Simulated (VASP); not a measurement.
# Re (P6_3/mmc) in VASP: a series of runs, part 2 of 2

VASP 6.6.1.

**3. Single point, r2SCAN**

This run uses another cell than the first one, of 14.98 Å³/atom.

POSCAR

```
Re
1.0
    2.7753321994      0.0000000000      0.0000000000
   -1.3876660997      2.4035081886      0.0000000000
    0.0000000000      0.0000000000      4.4909058834
Re
2
Direct
    0.3333333333      0.6666666667      0.7500000000
    0.6666666667      0.3333333333      0.2500000000
```

INCAR.step1

```
ALGO = Normal
EDIFF = 1E-4
ENCUT = 520
GGA = PE
ISMEAR = 0
LASPH = True
LCHARG = False
LREAL = False
LWAVE = True
NBANDS = 14
NELM = 80
PREC = Accurate
SIGMA = 0.05
```

INCAR.step2

```
ALGO = Normal
EDIFF = 1E-6
ENCUT = 520
ISIF = 2
ISMEAR = 0
ISTART = 1
LASPH = True
LCHARG = False
LMIXTAU = True
LREAL = False
LWAVE = False
METAGGA = R2SCAN
NBANDS = 14
NELM = 80
PREC = Accurate
SIGMA = 0.05
```

KPOINTS

```
k-points
0
Gamma
  18 18 10
```

Potentials or basis: VASP PAW PBE potentials, release 64 (Re).

Run with:

```bash
$ cat potpaw_PBE.64/Re/POTCAR > POTCAR
$ cp INCAR.step1 INCAR
$ mpirun -np 1 vasp_std > vasp.out
$ cp INCAR.step2 INCAR
$ mpirun -np 1 vasp_std > vasp.out
```

OUTCAR:

```text
EDIFF = 1E-6
   ENCUT = 520
   ISIF = 2
   ISMEAR = 0
   ISTART = 1
   LASPH = True
   LREAL = False
   METAGGA = R2SCAN
   NELM = 80
   PREC = Accurate

 ion  position               nearest neighbor table
   1  0.333  0.667  0.750-   2 2.76   2 2.76   2 2.76   2 2.76   2 2.76   2 2.76
   2  0.667  0.333  0.250-   1 2.76   1 2.76   1 2.76   1 2.76   1 2.76   1 2.76

  LATTYP: Found a hexagonal cell.
 ALAT       =     2.7753321994
 C/A-ratio  =     1.6181507512

  Lattice vectors:

 A1 = (   2.7753321994,   0.0000000000,   0.0000000000)
 A2 = (  -1.3876660997,   2.4035081886,   0.0000000000)
 A3 = (   0.0000000000,   0.0000000000,   4.4909058834)

Analysis of symmetry for initial positions (statically):
=====================================================================
 Subroutine PRICEL returns:
 Original cell was already a primitive cell.

 Routine SETGRP: Setting up the symmetry group for a
 hexagonal supercell.

 Subroutine GETGRP returns: Found 24 space group operations
 (whereof 12 operations were pure point group operations)
 out of a pool of 24 trial point group operations.

The static configuration has the point symmetry D_3d.
[... 178 lines left out ...]
      6       6.7287      2.00000
      7       6.7287      2.00000
      8       7.7012      0.00000
      9       7.7012      0.00000
     10       7.9531      0.00000
     11      10.9018      0.00000
     12      10.9018      0.00000
     13      17.7491      0.00000
     14      22.2796      0.00000
[... 377 lines left out ...]
      1       1.7293      2.00000
      2       1.8840      2.00000
      3       2.2378      2.00000
      4       5.0491      2.00000
      5       5.3800      2.00000
      6       6.0342      2.00000
      7       6.7998      2.00000
      8      10.7048      0.00000
      9      11.3256      0.00000
     10      11.5927      0.00000
     11      13.1744      0.00000
     12      16.0645      0.00000
     13      17.9890      0.00000
     14      19.1647      0.00000

 [... further k-points ...]

------------------------ aborting loop because EDIFF is reached ----------------------------------------

  FORCE on cell =-STRESS in cart. coord.  units (eV):
  Direction    XX          YY          ZZ          XY          YZ          ZX
  --------------------------------------------------------------------------------------
  -------------------------------------------------------------------------------------
  Total       -1.3293004     -1.3293004     -1.3639669      0.0000000      0.0000000     -0.0000000
  in kB      -71.0950185    -71.0950185    -72.9490923      0.0000000      0.0000000     -0.0000000
  external PRESSURE =     -71.7130431 kB  Pullay stress =       0.0000000 kB

 VOLUME and BASIS-vectors are now :
 -----------------------------------------------------------------------------
  energy-cutoff  :      520.00
  volume of cell :       29.96
      direct lattice vectors                 reciprocal lattice vectors
     2.775332199  0.000000000  0.000000000     0.360317226  0.208029248  0.000000000
    -1.387666100  2.403508189  0.000000000     0.000000000  0.416058495  0.000000000
     0.000000000  0.000000000  4.490905883     0.000000000  0.000000000  0.222672224

 POSITION                                       TOTAL-FORCE (eV/Angst)
 -----------------------------------------------------------------------------------
     -0.00000      1.60234      3.36818         0.000000      0.000000      0.000000
      1.38767      0.80117      1.12273        -0.000000      0.000000      0.000000
 -----------------------------------------------------------------------------------
    total drift:                               -0.000000      0.000000     -0.000000

  FREE ENERGIE OF THE ION-ELECTRON SYSTEM (eV)
  ---------------------------------------------------
  free  energy   TOTEN  =      -104.8890673796 eV

  energy  without entropy=     -104.8870866536  energy(sigma->0) =     -104.88807702
```

OUTCAR.step1:

```text
EDIFF = 1E-4
   ENCUT = 520
   GGA = PE
   ISMEAR = 0
   LASPH = True
[... 632 lines left out ...]
 -----------------------------------------------------------------------------------
     -0.00000      1.60234      3.36818         0.000000     -0.000000      0.000000
      1.38767      0.80117      1.12273        -0.000000      0.000000      0.000000
 -----------------------------------------------------------------------------------
    total drift:                               -0.000000      0.000000     -0.000000

  FREE ENERGIE OF THE ION-ELECTRON SYSTEM (eV)
  ---------------------------------------------------
  free  energy   TOTEN  =       -24.8510758643 eV

  energy  without entropy=      -24.8490743863  energy(sigma->0) =      -24.85007513
```

It took 3.4 min on 1 thread of Intel Xeon Platinum 8488C (Sapphire Rapids), shared host; peak memory 0.22 GiB.

What came out:

| Item | Value |
| --- | --- |
| Free energy | -104.8891 eV |
| Pressure | -7.2 GPa |
| Band gap on the k mesh | zero (bands 7 and 8 overlap by 3.09 eV) |

Levels at points of the mesh, in eV from the Fermi level:
| k point | band 3 | band 4 | band 5 | band 6 | band 7 | band 8 | band 9 | band 10 | band 11 | band 12 |
| --- | --- | --- | --- | --- | --- | --- | --- | --- | --- | --- |
| (0.00, 0.00, 0.00) | -1.60 | -1.55 | -1.55 | -0.72 | -0.72 | 0.25 | 0.25 | 0.50 | 3.45 | 3.45 |
| (0.50, 0.00, 0.00) | -5.34 | -1.90 | -1.84 | -1.42 | -0.62 | 4.04 | 4.42 | 4.57 | 6.13 | 7.21 |
| (0.00, 0.00, 0.50) | -2.45 | -2.45 | -1.68 | -1.68 | -1.68 | -1.68 | 2.61 | 2.61 | 2.61 | 2.61 |
| (0.50, 0.00, 0.50) | -4.16 | -4.16 | 0.45 | 0.45 | 0.88 | 0.88 | 4.35 | 4.35 | 4.84 | 4.84 |

Caveat: the cell stands under tension; the PAW data sets were made with another functional, which shifts forces and pressure a little; spin-orbit coupling is left out, which moves the levels of the heavy elements.

**4. Relaxation of shape and atoms at fixed volume, r2SCAN (14.70 Å³/atom)**

POSCAR

```
Re
1.0
    2.7578195453      0.0000000000      0.0000000000
   -1.3789097727      2.3883417853      0.0000000000
    0.0000000000      0.0000000000      4.4625677689
Re
2
Direct
    0.3333333333      0.6666666667      0.7500000000
    0.6666666667      0.3333333333      0.2500000000
```

INCAR.step1

```
SYSTEM = Re
ALGO     = Normal         ! electronic algorithm
EDIFF    = 1E-4           ! SCF threshold, eV
ENCUT    = 600            ! plane-wave cutoff, eV
GGA      = PE             ! functional
ISMEAR   = 0              ! smearing method
LASPH    = .TRUE.         ! aspherical terms in the spheres
LCHARG   = .FALSE.        ! write CHGCAR
LREAL    = .FALSE.        ! projectors in reciprocal space
LWAVE    = .TRUE.         ! write WAVECAR
NELM     = 80             ! most SCF steps
PREC     = Accurate       ! precision mode
SIGMA    = 0.05           ! smearing width, eV
```

INCAR.step2

```
SYSTEM = Re
ALGO     = Normal         ! electronic algorithm
EDIFF    = 1E-7           ! SCF threshold, eV
EDIFFG   = -0.01          ! ionic threshold
ENCUT    = 600            ! plane-wave cutoff, eV
IBRION   = 2              ! ionic algorithm
ISIF     = 4              ! what is computed and relaxed
ISMEAR   = 0              ! smearing method
ISTART   = 1            
LASPH    = .TRUE.         ! aspherical terms in the spheres
LCHARG   = .FALSE.        ! write CHGCAR
LMIXTAU  = .TRUE.       
LREAL    = .FALSE.        ! projectors in reciprocal space
LWAVE    = .FALSE.        ! write WAVECAR
METAGGA  = R2SCAN         ! meta-GGA
NELM     = 80             ! most SCF steps
NSW      = 60             ! ionic steps
PREC     = Accurate       ! precision mode
SIGMA    = 0.05           ! smearing width, eV
```

KPOINTS

```
k-points
0
G
  18 18 10
  0 0 0
```

Potentials or basis: VASP PAW PBE potentials, release 64 (Re).

Run with:

```bash
$ cat potpaw_PBE.64/Re/POTCAR > POTCAR
$ cp INCAR.step1 INCAR
$ mpirun -np 1 vasp_std > vasp.out
$ cp INCAR.step2 INCAR
$ mpirun -np 1 vasp_std > vasp.out
```

OUTCAR:

```text
SYSTEM = Re
   EDIFF = 1E-7
   EDIFFG = -0.01
   ENCUT = 600
   IBRION = 2
   ISIF = 4
   ISMEAR = 0
   ISTART = 1
   LASPH = .TRUE.
   LREAL = .FALSE.
   METAGGA = R2SCAN
   NELM = 80
   NSW = 60
   PREC = Accurate

 ion  position               nearest neighbor table
   1  0.333  0.667  0.750-   2 2.74   2 2.74   2 2.74   2 2.74   2 2.74   2 2.74
   2  0.667  0.333  0.250-   1 2.74   1 2.74   1 2.74   1 2.74   1 2.74   1 2.74

  LATTYP: Found a hexagonal cell.
 ALAT       =     2.7578195453
 C/A-ratio  =     1.6181507512

  Lattice vectors:

 A1 = (   2.7578195453,   0.0000000000,   0.0000000000)
 A2 = (  -1.3789097727,   2.3883417853,   0.0000000000)
 A3 = (   0.0000000000,   0.0000000000,   4.4625677689)

Analysis of symmetry for initial positions (statically):
=====================================================================
 Subroutine PRICEL returns:
 Original cell was already a primitive cell.

 Routine SETGRP: Setting up the symmetry group for a
 hexagonal supercell.

 Subroutine GETGRP returns: Found 24 space group operations
 (whereof 12 operations were pure point group operations)
 out of a pool of 24 trial point group operations.

The static configuration has the point symmetry D_3d.
 The point group associated with its full space group is D_6h.

Analysis of symmetry for dynamics (positions and initial velocities):
=====================================================================
 Subroutine PRICEL returns:
 Original cell was already a primitive cell.

 Routine SETGRP: Setting up the symmetry group for a
 hexagonal supercell.

 Subroutine GETGRP returns: Found 24 space group operations
 (whereof 12 operations were pure point group operations)
 out of a pool of 24 trial point group operations.

The dynamic configuration has the point symmetry D_3d.
 The point group associated with its full space group is D_6h.

 Subroutine INISYM returns: Found 24 space group operations
 (whereof 12 operations are pure point group operations),
 and found     1 'primitive' translations

----------------------------------------------------------------------------------------

                                     Primitive cell

  volume of cell :      29.3932

  direct lattice vectors                    reciprocal lattice vectors
     2.757819545  0.000000000  0.000000000     0.362605306  0.209350271  0.000000000
    -1.378909773  2.388341785  0.000000000     0.000000000  0.418700542  0.000000000
     0.000000000  0.000000000  4.462567769     0.000000000  0.000000000  0.224086233

  length of vectors
     2.757819545  2.757819545  4.462567769     0.418700542  0.418700542  0.224086233

  position of ions in fractional coordinates (direct lattice)
     0.333333333  0.666666667  0.750000000
     0.666666667  0.333333333  0.250000000

  ion indices of the primitive-cell ions
   primitive index   ion index
                 1           1
                 2           2

----------------------------------------------------------------------------------------

 KPOINTS: k-points
[... 30 lines left out ...]
  0.277778  0.000000  0.000000      6.000000
[... 16 lines left out ...]
  0.333333  0.111111  0.000000     12.000000
  0.388889  0.111111  0.000000     12.000000
 [... further k-points ...]
   k-points           NKPTS =    222   k-points in BZ     NKDIM =    222   number of bands    NBANDS=     11
   number of dos      NEDOS =    301   number of ions     NIONS =      2
   total plane-waves  NPLWV =  20736
   dimension x,y,z NGX =    24 NGY =   24 NGZ =   36
   dimension x,y,z NGXF=    48 NGYF=   48 NGZF=   72
   ions per type =               2
   NGX,Y,Z   is equivalent  to a cutoff of  14.47, 14.47, 13.41 a.u.
   NGXF,Y,Z  is equivalent  to a cutoff of  28.94, 28.94, 26.82 a.u.
 SYSTEM =  Re
   PREC   = accura    normal or accurate (medium, high low for compatibility)
   ISTART =      1    job   : 0-new  1-cont  2-samecut
   ICHARG =      0    charge: 1-file 2-atom 10-const
   ISPIN  =      1    spin polarized calculation?
   LNONCOLLINEAR =      F non collinear calculations
   LSORBIT =      F    spin-orbit coupling
   LASPH  =      T    aspherical Exc in radial PAW
   ENCUT  =  600.0 eV  44.10 Ry    6.64 a.u.   5.51  5.51  8.91*2*pi/ulx,y,z
   NELM   =     80;   NELMIN=  2; NELMDL=  0     # of ELM steps
   EDIFF  = 0.1E-06   stopping-criterion for ELM
   LREAL  =      F    real-space projection
   EDIFFG = -.1E-01   stopping-criterion for IOM
   NSW    =     60    number of steps for IOM
   IBRION =      2    ionic relax: 0-MD 1-quasi-New 2-CG
   NFREE  =      1    steps in history (QN), initial steepest desc. (CG)
   ISIF   =      4    stress and relaxation
   ISYM   =      2    0-nonsym 1-usesym 2-fastsym
   POTIM  = 0.5000    time-step for ionic-motion
   TEBEG  =    0.0;   TEEND  =   0.0 temperature during run
   PSTRESS=    0.0 pullay stress
   NELECT =      14.0000    total number of electrons
   NUPDOWN=      -1.0000    fix difference up-down
   EMIN   =  10.00;   EMAX   =-10.00  energy-range for DOS
   EFERMI =   0.00;   METHOD = LEGACY
   ISMEAR =     0;   SIGMA  =   0.05  broadening in eV -4-tet -1-fermi 0-gaus
   EFERMI_NEDOS =   21; number of points for ismear=-14 and -15
   IALGO  =     38    algorithm
   IMIX   =      4    mixing-type and parameters
     AMIX     =   0.40;   BMIX     =  1.00
     AMIX_MAG =   1.60;   BMIX_MAG =  1.00
  volume/ion in A,a.u.               =      14.70        99.18
  Fermi-wavevector in a.u.,A,eV,Ry     =   1.278503  2.416021 22.239678  1.634570
  Thomas-Fermi vector in A             =   2.411042
   LORBIT       =      0    0 simple, 1 ext, 2 COOP (PROOUT), +10 PAW based schemes
   METAGGA = R2SCAN    functional components
   LHFCALC =     F    Hartree Fock is set to
   AEXX    =    0.0000 exact exchange contribution
   IVDW    =     0    specifies the selected vdW correction
   LEPSILON=     F    determine dielectric tensor
   LRPA    =     F    only Hartree local field effects (RPA)
 conjugate gradient relaxation of ions
 non-spin polarized calculation
 Gauss-broadening in eV      SIGMA  =   0.05
  energy-cutoff  :      600.00
  volume of cell :       29.39
 maximum number of plane-waves:      1014
 NGX is ok and might be reduce to    24
   NGX = 11   NGY = 11   NGZ = 17

 number of electron      14.0000000 magnetization

 Free energy of the ion-electron system (eV)
  ---------------------------------------------------
  ext. energy  EPLUGINS =         0.00000000
  ---------------------------------------------------
  free energy    TOTEN  =      -104.90311709 eV

  energy without entropy =     -104.90128164  energy(sigma->0) =     -104.90219937

 E-fermi :   7.6799     XC(G=0): -14.9981

 val. band max:        7.6588961181   @ k =   0.2778   0.1667   0.5000
 cond. band min:       7.6850461660   @ k =   0.1667   0.0556   0.1000
 fundamental gap:      0.0261500479
 Fermi energy:         7.6798579418

 k-point     1 :       0.0000    0.0000    0.0000
  band No.  band energies     occupation
      1      -2.6545      2.00000
      2       0.7559      2.00000
      3       6.0281      2.00000
      4       6.0770      2.00000
      5       6.0770      2.00000
      6       6.9368      2.00000
      7       6.9368      2.00000
      8       7.9362      0.00000
      9       7.9362      0.00000
     10       8.2247      0.00000
     11      11.2247      0.00000
[... 309 lines left out ...]
 k-point    24 :       0.3889    0.1111    0.0000
  band No.  band energies     occupation
      1       1.8454      2.00000
      2       1.9856      2.00000
      3       2.3278      2.00000
      4       5.2554      2.00000
      5       5.5498      2.00000
      6       6.2354      2.00000
      7       7.0200      2.00000
      8      11.0271      0.00000
      9      11.6665      0.00000
     10      11.9450      0.00000
     11      13.5715      0.00000

 [... further k-points ...]

------------------------ aborting loop because EDIFF is reached ----------------------------------------

  FORCE on cell =-STRESS in cart. coord.  units (eV):
  Direction    XX          YY          ZZ          XY          YZ          ZX
  --------------------------------------------------------------------------------------
  -------------------------------------------------------------------------------------
  Total        0.0360991      0.0360991      0.0261569     -0.0000000      0.0000000      0.0000000
  in kB        1.9677015      1.9677015      1.4257690     -0.0000000      0.0000000      0.0000000
  external PRESSURE =       1.7870573 kB  Pullay stress =       0.0000000 kB

 VOLUME and BASIS-vectors are now :
 -----------------------------------------------------------------------------
  energy-cutoff  :      600.00
  volume of cell :       29.39
      direct lattice vectors                 reciprocal lattice vectors
     2.757819545  0.000000000  0.000000000     0.362605306  0.209350271  0.000000000
    -1.378909773  2.388341785  0.000000000     0.000000000  0.418700542  0.000000000
     0.000000000  0.000000000  4.462567769     0.000000000  0.000000000  0.224086233

 POSITION                                       TOTAL-FORCE (eV/Angst)
 -----------------------------------------------------------------------------------
     -0.00000      1.59223      3.34693         0.000000     -0.000000      0.000000
      1.37891      0.79611      1.11564        -0.000000      0.000000      0.000000
 -----------------------------------------------------------------------------------
    total drift:                               -0.000000      0.000000     -0.000000

  FREE ENERGIE OF THE ION-ELECTRON SYSTEM (eV)
  ---------------------------------------------------
  free  energy   TOTEN  =      -104.9031170883 eV

  energy  without entropy=     -104.9012816421  energy(sigma->0) =     -104.90219937

 reached required accuracy - stopping structural energy minimisation
```

It took 3 min on 1 thread of Intel Xeon Platinum 8488C (Sapphire Rapids), shared host; peak memory 0.22 GiB.

Results:

* Free energy: -104.9031 eV
* Pressure after relaxing: 0.2 GPa
* Band gap on the k mesh: zero (bands 7 and 8 overlap by 3.20 eV)

Final structure:
```
Re
1.0
     2.75782    0.00000    0.00000
    -1.37891    2.38834    0.00000
     0.00000    0.00000    4.46257
Re
2
Direct
  0.33333 0.66667 0.75000
  0.66667 0.33333 0.25000
```

Caveat: the PAW data sets were made with another functional, which shifts forces and pressure a little; spin-orbit coupling is left out, which moves the levels of the heavy elements.

**5. Overview**

| task | cell | cutoff (eV) | gap on the mesh (eV) | pressure (GPa) |
| --- | --- | --- | --- | --- |
| single point | a = 2.758, b = 2.758, c = 4.463 Å, angles 90.0, 90.0, 120.0°, 2 atoms | 520 | none | 0.1 |
| single point | a = 2.775, b = 2.775, c = 4.491 Å, angles 90.0, 90.0, 120.0°, 2 atoms | 520 | none | -7.2 |
| relaxation of shape and atoms at fixed volume | relaxed from a = 2.758, b = 2.758, c = 4.463 Å, angles 90.0, 90.0, 120.0°, 2 atoms | 600 | none | 0.2 |

Alike in all rows: level r2SCAN; potentials or basis VASP PAW PBE potentials, release 64 (Re); no spin polarisation; k mesh 18 × 18 × 10; smearing gaussian 0.05 eV.

Caveats: the PAW data sets were made with another functional, which shifts forces and pressure a little; spin-orbit coupling is left out, which moves the levels of the heavy elements; the cell stands under tension (at least some runs).

Total energies depend on the potentials used, so only differences within one code and one set of settings carry meaning.

The gap in the log of VASP goes by the Fermi energy; the results here count the filled bands.